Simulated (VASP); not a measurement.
A run of VASP 6.6.1:

File INCAR:

```
SYSTEM = LiNbO3
PREC = Accurate ; ENCUT = 520
EDIFF = 1E-7 ; ISMEAR = -1
SIGMA = 0.01 ; LREAL = Auto
LASPH = .TRUE. ; NELM = 60
ALGO = Normal ; ISIF = 2
LWAVE = .FALSE. ; LCHARG = .TRUE.
GGA = PE ; LELF = .TRUE.
LVHAR = .TRUE. ; ISYM = 0
NBANDS = 84
```

File KPOINTS:

```
regular mesh
0
G
  3 3 1
  0 0 0
```

The input POSCAR:

```
LiNbO3
1.0
   -2.5949501358      4.4945854763     -0.0000000004
   -5.1899002698     -0.0000000010      0.0000000003
   -5.1899002698      2.9963903180      9.3444465000
Li Nb O
4 4 12
Direct
    0.2816456744      0.2816713758      0.0775544112
    0.7816713758      0.7816456744      0.3275544112
    0.2816456744      0.2816713758      0.5775544112
    0.7816713758      0.7816456744      0.8275544112
    0.0005341688      0.0006330435      0.4991104572
    0.5006330435      0.5005341688      0.2491104572
    0.0005341688      0.0006330435      0.9991104572
    0.5006330435      0.5005341688      0.7491104572
    0.1104765489      0.7208356705      0.4052875282
    0.7208915406      0.3582448799      0.4052517469
    0.3581004585      0.1105966391      0.4050733565
    0.2208356705      0.6104765489      0.1552875282
    0.8582448799      0.2208915406      0.1552517469
    0.6105966391      0.8581004585      0.1550733565
    0.1104765489      0.7208356705      0.9052875282
    0.7208915406      0.3582448799      0.9052517469
    0.3581004585      0.1105966391      0.9050733565
    0.2208356705      0.6104765489      0.6552875282
    0.8582448799      0.2208915406      0.6552517469
    0.6105966391      0.8581004585      0.6550733565
```

Potentials or basis: VASP PAW PBE potentials, release 64 (Li_sv, Nb_sv, O).

Run with:

```sh
$ cat potpaw_PBE.64/Li_sv/POTCAR potpaw_PBE.64/Nb_sv/POTCAR potpaw_PBE.64/O/POTCAR > POTCAR
$ mpirun -np 1 vasp_std > vasp.out
```

Hardware: 1 thread of Intel(R) Xeon(R) Platinum 8259CL CPU @ 2.50GHz (Skylake/Cascade Lake), on a shared host.

Task: How long does it take, and how much memory?

Result: It took 5.4 min on 1 thread of Intel(R) Xeon(R) Platinum 8259CL CPU @ 2.50GHz (Skylake/Cascade Lake), on a shared host, peak memory 0.37 GiB. Counts: scf iterations 17, k points 5.
